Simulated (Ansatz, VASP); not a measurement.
## Pt: VASP beside Ansatz

Contents of INCAR:

```
SYSTEM = Pt
PREC = Accurate
ENCUT = 520
EDIFF = 1E-6
ISMEAR = 0
SIGMA = 0.15
LREAL = .FALSE.
LASPH = .TRUE.
NELM = 80
ALGO = Fast
ISIF = 2
LWAVE = .FALSE.
LCHARG = .TRUE.
GGA = CA
LELF = .TRUE.
LVHAR = .TRUE.
NBANDS = 17
```

File KPOINTS:

```
Automatic mesh
0
G
  21 21 10
  0 0 0
```

File POSCAR:

```
Pt
1.0
    2.7082945876      0.0000000000      0.0000000000
   -1.3541472938      2.3454519138      0.0000000000
    0.0000000000      0.0000000000      4.6765103647
Pt
2
Direct
    0.6666666667      0.3333333333      0.7500000000
    0.3333333333      0.6666666667      0.2500000000
```

Input for Ansatz:

```yaml
crystal:
  lattice:
    - [2.7082945876, 0.0, 0.0]
    - [-1.3541472938, 2.3454519138, 0.0]
    - [0.0, 0.0, 4.6765103647]
  atoms:
    - { symbol: Pt, position: [0.6666666667, 0.3333333333, 0.75] }
    - { symbol: Pt, position: [0.3333333333, 0.6666666667, 0.25] }
basis:
  ecutwfc: 420
kpoints:
  mp_grid: { grid: [21, 21, 10] }
hamiltonian:
  xc: lda
  pseudopotentials: { kind: paw, azcp: { folder: soft_1 } }
scf:
  occupations: { method: gaussian, width: 0.15 }
  lower_state_search: "off"
output:
  forces: true
  stress: true
  eigenvalues: true
```

Alike in both runs: task single point; functional LDA; k mesh 21 × 21 × 10; occupations gaussian, width 0.15 eV; no spin polarisation.

|  | VASP | Ansatz |
| --- | --- | --- |
| version | VASP 6.6.1 | Ansatz 0.2.0 |
| potentials or method | VASP PAW LDA potentials, release 64 (Pt), cutoff 520 eV | scalar-relativistic, plane waves, PAW |
| valence electrons in the cell | 20 | 36 |

```tsv
	VASP	Ansatz	Ansatz less VASP
gap on the k mesh at the Fermi level (eV)	none	none	-
pressure (GPa)	0.9	0.1	-0.79
traceless stress, the component that is largest in VASP (GPa)	-0.81	-0.51	+0.298
```

Ansatz warns that its potentials were made for another functional, while VASP's fit it. LDA's correlation is that of Perdew and Zunger in VASP and of Perdew and Wang (1992) in Ansatz. A gap of «none» marks a metal or a gap that the smearing closes. VASP's potentials hold 20 valence electrons a cell and Ansatz's 36, so a difference there can come from the potentials and not from the codes.

Spin-orbit coupling is off throughout.
